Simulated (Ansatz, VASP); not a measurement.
One calculation of BN, two programs

```xyz
2
Lattice="0.0000 1.8130 1.8130 1.8130 0.0000 1.8130 1.8130 1.8130 0.0000" Properties=species:S:1:pos:R:3 pbc="T T T"
N     0.9065    0.9065    0.9065
B     0.0000    0.0000    0.0000
```

Alike in both runs: task relaxation of cell and atoms; functional BLYP; k mesh 13 × 13 × 13; occupations fermi-dirac, width 0.05 eV; no spin polarisation.

|  | VASP | Ansatz |
| --- | --- | --- |
| version | VASP 6.6.1 | Ansatz 0.2.0 |
| potentials or method | VASP PAW PBE potentials, release 64 (N, B) | Ansatz PAW |
| plane-wave cutoff (eV) | 600 | 420 |
| valence electrons in the cell | 8 | 8 |

|  | VASP | Ansatz | Ansatz less VASP |
| --- | --- | --- | --- |
| gap on the k mesh at the Fermi level, each at its own relaxed structure (eV) | 4.91 | 4.91 | -0.008 |
| relaxed volume (Å³/atom) | 6.06 | 6.06 | +0.006 |
| relaxed cell length with the largest relative difference (Å) | 2.578 | 2.579 | +0.0009 |

VASP's potentials were made for PBE, not for BLYP.

Noted on Ansatz's run: Pulay correction over one GPa; odd divisions of the mesh miss points on the zone boundary, where band edges often lie, so the gap on the mesh can be too wide; the plane-wave basis is chosen anew once the cell has moved, so the energies of steps on either side of that aren't comparable.
